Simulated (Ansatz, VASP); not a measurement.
## C in VASP and in Ansatz

```
C
1.0
     0.00000    1.78342    1.78342
     1.78342    0.00000    1.78342
     1.78342    1.78342    0.00000
C
2
Direct
  0.50000 0.50000 0.50000
  0.75000 0.75000 0.75000
```

Alike in both runs: task single point; functional PBE; k mesh 11 × 11 × 11; occupations fermi-dirac, width 0.1 eV; no spin polarisation.

|  | VASP | Ansatz |
| --- | --- | --- |
| version | VASP 6.6.1 | Ansatz 0.2.0 |
| potentials or method | VASP PAW PBE potentials, release 64 (C), cutoff 600 eV | PAW, plane waves, scalar-relativistic |
| valence electrons in the cell | 8 | 8 |

```tsv
	VASP	Ansatz	Ansatz less VASP
pressure (GPa)	1.7	1.7	0.00
```

The functional is the same, so the differences come from potentials, cutoffs and numerics.
